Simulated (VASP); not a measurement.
# FeO (Fm-3m) in VASP: single point with PBE+U

Aim: the single point of FeO with PBE+U.

All numbers are computed with VASP 6.6.1; they aren't measurements. Logs are shortened: lines on timing, memory, paths and dates and some standing lists are left out, and cuts for length are marked.

## 1. The cell of the first run

Symmetry: Fm-3m, No. 225, cubic system. Conventional cell: a = 4.330 Å, b = 4.330 Å, c = 4.330 Å, α = 90.00°, β = 90.00°, γ = 90.00°. Fe (site symmetry m-3m) has 6 O at 2.17 Å within 2.9 Å. O (site symmetry m-3m) has 6 Fe at 2.17 Å within 2.9 Å.

## 2. Single point, PBE+U, collinear spin, ferromagnetic start

Input file INCAR:

```
SYSTEM = FeO
ALGO = Normal
EDIFF = 1E-6
ENCUT = 600
GGA = PE
GGA_COMPAT = .False.
ISIF = 2
ISMEAR = -1
ISPIN = 2
LASPH = .True.
LCHARG = .False.
LDAU = .True.
LDAUJ = 0 0
LDAUL = 2 -1
LDAUPRINT = 1
LDAUTYPE = 2
LDAUU = 4 0
LMAXMIX = 4
LORBIT = 11
LREAL = .False.
LWAVE = .False.
MAGMOM = 4 0
NBANDS = 18
NELM = 200
PREC = Accurate
SIGMA = 0.05
```

Input file KPOINTS:

```
k-points
0
Gamma
  4 4 4
  0 0 0
```

Input file POSCAR:

```
FeO
1.0
    0.0000000000      2.1650000000      2.1650000000
    2.1650000000      0.0000000000      2.1650000000
    2.1650000000      2.1650000000      0.0000000000
Fe O
1 1
Direct
    0.0000000000      0.0000000000      0.0000000000
    0.5000000000      0.5000000000      0.5000000000
```

Potentials or basis: VASP PAW PBE potentials, release 64 (Fe, O).

Run with:

```
cat potpaw_PBE.64/Fe/POTCAR potpaw_PBE.64/O/POTCAR > POTCAR
mpirun -np 1 vasp_std > vasp.out
```

OUTCAR:

```text
SYSTEM = FeO
   EDIFF = 1E-6
   ENCUT = 600
   GGA = PE
   ISIF = 2
   ISMEAR = -1
   ISPIN = 2
   LASPH = .True.
   LORBIT = 11
   LREAL = .False.
   NELM = 200
   PREC = Accurate

 ion  position               nearest neighbor table
   1  0.000  0.000  0.000-   2 2.17   2 2.17   2 2.17   2 2.17   2 2.17   2 2.17
   2  0.500  0.500  0.500-   1 2.17   1 2.17   1 2.17   1 2.17   1 2.17   1 2.17

  LATTYP: Found a face centered cubic cell.
 ALAT       =     4.3300000000

  Lattice vectors:

 A1 = (   0.0000000000,   2.1650000000,   2.1650000000)
 A2 = (   2.1650000000,   0.0000000000,   2.1650000000)
 A3 = (   2.1650000000,   2.1650000000,   0.0000000000)

Analysis of symmetry for initial positions (statically):
=====================================================================
 Subroutine PRICEL returns:
 Original cell was already a primitive cell.

 Routine SETGRP: Setting up the symmetry group for a
 face centered cubic supercell.

 Subroutine GETGRP returns: Found 48 space group operations
 (whereof 48 operations were pure point group operations)
 out of a pool of 48 trial point group operations.

The static configuration has the point symmetry O_h .

Analysis of symmetry for dynamics (positions and initial velocities):
=====================================================================
 Subroutine PRICEL returns:
 Original cell was already a primitive cell.

 Routine SETGRP: Setting up the symmetry group for a
 face centered cubic supercell.

 Subroutine GETGRP returns: Found 48 space group operations
 (whereof 48 operations were pure point group operations)
 out of a pool of 48 trial point group operations.

The dynamic configuration has the point symmetry O_h .

Analysis of structural, dynamic, and magnetic symmetry:
=====================================================================
 Subroutine PRICEL returns:
 Original cell was already a primitive cell.

 Routine SETGRP: Setting up the symmetry group for a
 face centered cubic supercell.

 Subroutine GETGRP returns: Found 48 space group operations
 (whereof 48 operations were pure point group operations)
 out of a pool of 48 trial point group operations.

The overall configuration has the point symmetry O_h .

 Subroutine INISYM returns: Found 48 space group operations
 (whereof 48 operations are pure point group operations),
[... 148 lines left out ...]
  o =  0.9674  v =  1.0000  0.0000  0.0000  0.0000  0.0000  0.0000  0.0000  0.0000  0.0000  0.0000      0.0000  0.0000  0.0000  0.0000  0.0000  0.0000  0.0000  0.0000  0.0000  0.0000
  o =  0.9674  v =  0.0000  0.5102 -0.0000  0.8601 -0.0000  0.0000  0.0000  0.0000  0.0000  0.0000      0.0000  0.0000  0.0000  0.0000  0.0000  0.0000  0.0000  0.0000  0.0000  0.0000
  o =  1.0138  v =  0.0000  0.0000  0.9998  0.0000  0.0202  0.0000  0.0000  0.0000  0.0000  0.0000      0.0000  0.0000  0.0000  0.0000  0.0000  0.0000  0.0000  0.0000  0.0000  0.0000
  o =  1.0138  v =  0.0000  0.0000 -0.0202 -0.0000  0.9998  0.0000  0.0000  0.0000  0.0000  0.0000      0.0000  0.0000  0.0000  0.0000  0.0000  0.0000  0.0000  0.0000  0.0000  0.0000

 number of electron      14.0000000 magnetization       4.0312967

 Free energy of the ion-electron system (eV)
  ---------------------------------------------------
  ext. energy  EPLUGINS =         0.00000000
  ---------------------------------------------------
  free energy    TOTEN  =       -12.95569651 eV

  energy without entropy =      -12.94010898  energy(sigma->0) =      -12.94790274

 E-fermi :   6.4900     XC(G=0): -12.0818

 val. band max:        6.4869037356   @ k =  -0.2500   0.5000   0.2500
 cond. band min:       6.6448993455   @ k =  -0.2500   0.2500   0.0000
 fundamental gap:      0.1579956099
 Fermi energy:         6.4899857762

 spin component 1

 k-point     1 :       0.0000    0.0000    0.0000
  band No.  band energies     occupation
      1     -14.3562      1.00000
      2       0.0703      1.00000
      3       0.0703      1.00000
      4       0.1498      1.00000
      5       0.1498      1.00000
      6       0.1498      1.00000
[... 144 lines left out ...]
      4      -1.0758      1.00000
      5       0.8444      1.00000
      6       1.0801      1.00000
[... 10 lines left out ...]
     17      33.1501      0.00000
     18      35.7475      0.00000
 Fermi energy:         6.4899857762

 spin component 2

 k-point     1 :       0.0000    0.0000    0.0000
  band No.  band energies     occupation
      1     -13.9575      1.00000
      2       2.9445      1.00000
      3       2.9445      1.00000
      4       2.9445      1.00000
      5       5.8552      1.00000
      6       5.8556      1.00000
[... 145 lines left out ...]
      5       6.4865      0.51734
      6       6.4869      0.51541
[... 10 lines left out ...]
     17      35.7324      0.00000
     18      35.7340      0.00000

------------------------ aborting loop because EDIFF is reached ----------------------------------------

  FORCE on cell =-STRESS in cart. coord.  units (eV):
  Direction    XX          YY          ZZ          XY          YZ          ZX
  --------------------------------------------------------------------------------------
  -------------------------------------------------------------------------------------
  Total       -0.2846737     -0.2846737     -0.2846737      0.0000000     -0.0000000      0.0000000
  in kB      -22.4726475    -22.4726475    -22.4726475      0.0000000     -0.0000000      0.0000000
  external PRESSURE =     -22.4726475 kB  Pullay stress =       0.0000000 kB

 VOLUME and BASIS-vectors are now :
 -----------------------------------------------------------------------------
  energy-cutoff  :      600.00
  volume of cell :       20.30
      direct lattice vectors                 reciprocal lattice vectors
     0.000000000  2.165000000  2.165000000    -0.230946882  0.230946882  0.230946882
     2.165000000  0.000000000  2.165000000     0.230946882 -0.230946882  0.230946882
     2.165000000  2.165000000  0.000000000     0.230946882  0.230946882 -0.230946882

 POSITION                                       TOTAL-FORCE (eV/Angst)
 -----------------------------------------------------------------------------------
      0.00000      0.00000      0.00000        -0.000000      0.000000     -0.000000
      2.16500      2.16500      2.16500         0.000000      0.000000      0.000000
 -----------------------------------------------------------------------------------
    total drift:                                0.000000     -0.000000      0.000000

  FREE ENERGIE OF THE ION-ELECTRON SYSTEM (eV)
  ---------------------------------------------------
  free  energy   TOTEN  =       -12.9556965076 eV

  energy  without entropy=      -12.9401089761  energy(sigma->0) =      -12.94790274

 total charge

# of ion       s       p       d       tot
------------------------------------------
    1        0.295   0.357   6.058   6.711
    2        1.552   3.450   0.000   5.003
--------------------------------------------------
tot          1.848   3.808   6.058  11.713

 magnetization (x)

# of ion       s       p       d       tot
------------------------------------------
    1        0.029   0.018   3.775   3.822
    2        0.024   0.196   0.000   0.220
--------------------------------------------------
tot          0.053   0.214   3.775   4.042
```

OSZICAR:

```text
N       E                     dE             d eps       ncg     rms          rms(c)
DAV:   1     0.765721539101E+02    0.76572E+02   -0.75944E+03   616   0.104E+03
DAV:   2    -0.104867075106E+02   -0.87059E+02   -0.72476E+02   588   0.216E+02
DAV:   3    -0.156526830953E+02   -0.51660E+01   -0.50897E+01   614   0.572E+01
DAV:   4    -0.156933345838E+02   -0.40651E-01   -0.40626E-01   692   0.471E+00
DAV:   5    -0.156935525608E+02   -0.21798E-03   -0.21797E-03   682   0.358E-01    0.164E+01
DAV:   6    -0.132545124006E+02    0.24390E+01   -0.12990E+01   712   0.588E+01    0.230E+01
DAV:   7    -0.129722542122E+02    0.28226E+00   -0.13470E+00   668   0.233E+01    0.111E+01
DAV:   8    -0.129698133035E+02    0.24409E-02   -0.17257E-01   654   0.321E+00    0.573E+00
DAV:   9    -0.129547710762E+02    0.15042E-01   -0.14940E-02   716   0.142E+00    0.706E-01
DAV:  10    -0.129555733052E+02   -0.80223E-03   -0.28384E-03   706   0.427E-01    0.915E-02
DAV:  11    -0.129556477121E+02   -0.74407E-04   -0.24082E-04   712   0.241E-01    0.799E-02
DAV:  12    -0.129556835856E+02   -0.35874E-04   -0.25122E-05   654   0.510E-02    0.285E-02
DAV:  13    -0.129556962006E+02   -0.12615E-04   -0.11599E-05   700   0.325E-02    0.453E-03
DAV:  14    -0.129556965076E+02   -0.30700E-06   -0.10444E-06   556   0.795E-03
   1 F= -.12955697E+02 E0= -.12947903E+02  d E =-.155875E-01  mag=     4.0312
```

stdout:

```text
POSCAR found type information on POSCAR FeO
 POSCAR found :  2 types and       2 ions
 scaLAPACK will be used
 LDA part: xc-table for (Slater+PW92), standard interpolation
 POSCAR, INCAR and KPOINTS ok, starting setup
 FFT: planning ... GRIDC
 FFT: planning ... GRID_SOFT
 FFT: planning ... GRID
 WAVECAR not read
 entering main loop
```

Wall time 30 s (1 thread of Intel Xeon 8259CL, shared host); peak memory 0.15 GiB.

Results:

```yaml
Free_energy: -12.9557 eV
Pressure: -2.2 GPa
Band_gap_on_the_k_mesh: zero (filled and empty bands overlap)
Net_moment: 4.03 μB per cell
Site_moments: Fe +3.82; O +0.22 μB
Valence_electrons_inside_the_program's_atomic_spheres: Fe 6.71; O 5.00
```

Levels at points of the mesh, in eV from the Fermi level:
Spin up:
| k point | band 7 | band 8 | band 9 | band 10 | band 11 | band 12 |
| --- | --- | --- | --- | --- | --- | --- |
| (0.00, 0.00, 0.00) | -3.96 | -3.96 | -3.96 | -0.35 | 15.08 | 15.19 |
| (0.50, 0.00, 0.00) | -4.59 | -1.80 | -1.80 | 3.68 | 7.92 | 12.00 |
| (0.50, 0.50, 0.00) | -5.41 | -5.13 | -5.13 | 4.68 | 8.37 | 9.18 |
Spin down:
```csv
k point,band 1,band 2,band 3,band 4,band 5,band 6,band 7,band 8,band 9,band 10
"(0.00, 0.00, 0.00)",-20.45,-3.55,-3.55,-3.55,-0.63,-0.63,-0.63,0.38,1.10,1.10
"(0.50, 0.00, 0.00)",-19.28,-8.22,-5.08,-5.08,0.49,0.50,0.62,3.38,3.38,4.07
"(0.50, 0.50, 0.00)",-19.20,-7.18,-4.72,-4.72,-2.03,0.82,0.82,1.66,1.95,6.14
```

Eigenvalues of the final occupation matrices:
```
    site  spin  trace               eigenvalues
site 1 d     1   4.93  0.97 0.97 0.97 1.01 1.01
site 1 d     2   1.15  0.11 0.11 0.31 0.31 0.31
```

Caveat: the k points lie up to 0.63 Å⁻¹ apart; a cell with one magnetic atom can't hold antiferromagnetic order, which such compounds often take. The state reached can hang on the start; a lower one may exist.
